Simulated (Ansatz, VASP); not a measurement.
## NbP: VASP beside Ansatz

```
Nb P
1.0
     0.00000    2.72606    2.72606
     2.72606    0.00000    2.72606
     2.72606    2.72606    0.00000
Nb P
1 1
Direct
  0.00000 0.00000 0.00000
  0.25000 0.25000 0.25000
```

Alike in both runs: task single point; functional PBEsol; k mesh 10 × 10 × 10; occupations gaussian, width 0.05 eV; no spin polarisation.

|  | VASP | Ansatz |
| --- | --- | --- |
| version | VASP 6.6.1 | Ansatz 0.2.0 |
| potentials or method | VASP PAW PBE potentials, release 64 (Nb_sv, P), cutoff 520 eV | scalar-relativistic, plane waves, PAW |
| valence electrons in the cell | 18 | 18 |

|  | VASP | Ansatz | Ansatz less VASP |
| --- | --- | --- | --- |
| gap on the k mesh at the Fermi level (eV) | none | none | - |
| pressure (GPa) | 5.1 | 5.3 | +0.13 |

VASP's potentials were made for PBE, not for PBEsol. A gap of «none» marks a metal or a gap that the smearing closes. With one functional, cell and mesh, what is left measures potentials, basis and numerics.
